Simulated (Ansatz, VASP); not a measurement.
Two plane-wave programs on Mg2Sn

```
CELL_PARAMETERS angstrom
0.00000 3.41963 3.41963
3.41963 0.00000 3.41963
3.41963 3.41963 0.00000
ATOMIC_POSITIONS crystal
Sn 0.00000 0.00000 0.00000
Mg 0.25000 0.25000 0.25000
Mg 0.75000 0.75000 0.75000
```

Alike in both runs: task single point; functional r2SCAN; k mesh 9 × 9 × 9; no spin polarisation.

|  | VASP | Ansatz |
| --- | --- | --- |
| version | VASP 6.6.1 | Ansatz 0.2.0 |
| potentials or method | VASP PAW PBE potentials, release 64 (Sn_d, Mg), cutoff 660 eV | PAW plane waves |
| occupations | fermi-dirac, width 0.1 eV | fermi-dirac |
| valence electrons in the cell | 18 | 34 |

Ansatz gave:

```
pressure (GPa) : -1.5
```

Problem. Which values does VASP return?

Solution. Pressure (GPa): -1.6.

VASP's potentials were made for PBE, not for r2SCAN. VASP's potentials hold 18 valence electrons a cell and Ansatz's 34, so a difference there can come from the potentials and not from the codes.
